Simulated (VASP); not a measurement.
Wanted: the native input for a VASP 6.6.1 run.

```
Task                   : relaxation of cell and atoms
Functional             : PBE
Potentials or basis    : VASP PAW PBE potentials, release 64 (Ca_sv, Co)
Cutoff                 : 600 eV
k mesh                 : 4 × 4 × 4
Occupations            : gaussian, width 0.1 eV
Spin                   : collinear spin, ferromagnetic start
Starting moments       : [0.0, 0.0, 0.0, 1.02] μB
Dipole correction      : no
Further INCAR settings : ALGO = Normal; EDIFF = 1e-06; IBRION = 2; EDIFFG = -0.04; NSW = 90; ISIF = 3
```

The structure of Ca3Co lies in POSCAR:

```
Ca3Co
1.0
    4.5229925743      0.0000000000      0.0000000000
    0.0000000000      4.5229925743      0.0000000000
    0.0000000000      0.0000000000      4.5229925743
Ca Co
3 1
Direct
    0.0000000000      0.5000000000      0.5000000000
    0.5000000000      0.0000000000      0.5000000000
    0.5000000000      0.5000000000      0.0000000000
    0.0000000000      0.0000000000      0.0000000000
```

The input as run:

INCAR

```
PREC = Accurate
ENCUT = 600
EDIFF = 1E-6
ISMEAR = 0
SIGMA = 0.1
LREAL = F
LASPH = T
NELM = 150
ALGO = Normal
ISIF = 3
LWAVE = F
LCHARG = F
ISPIN = 2
MAGMOM = 0 0 0 1.02
LORBIT = 11
LMAXMIX = 4
GGA = PE
IBRION = 2
NSW = 90
EDIFFG = -0.04
```

KPOINTS

```
Automatic mesh
0
Gamma
  4 4 4
```

Potentials or basis: VASP PAW PBE potentials, release 64 (Ca_sv, Co).

Launch:

```sh
$ cat potpaw_PBE.64/Ca_sv/POTCAR potpaw_PBE.64/Co/POTCAR > POTCAR
$ mpirun -np 1 vasp_std > vasp.out
```

Results of the run:

```
Relaxed volume                                        : 27.85 Å³/atom
Relaxed cell                                          : a = 4.812 Å, b = 4.812 Å, c = 4.812 Å, α = 90.00°, β = 90.00°, γ = 90.00°
Space group after relaxing (to 0.1 Å)                 : Pm-3m (No. 221)
Energy gained by relaxing                             : 89.3 meV/atom
Ionic steps                                           : 4
Pressure after relaxing                               : 0.0 GPa
Net moment                                            : 0.01 μB per cell
Valence electrons inside the program's atomic spheres : Ca 8.17; Co 7.87
```

Caveat: the volume moved by over 15 % at a fixed basis, so the end points are rough.

Run time: 5.3 min on 1 thread of Intel(R) Xeon(R) Platinum 8259CL CPU @ 2.50GHz (Skylake/Cascade Lake) (shared host), peak memory 0.27 GiB.
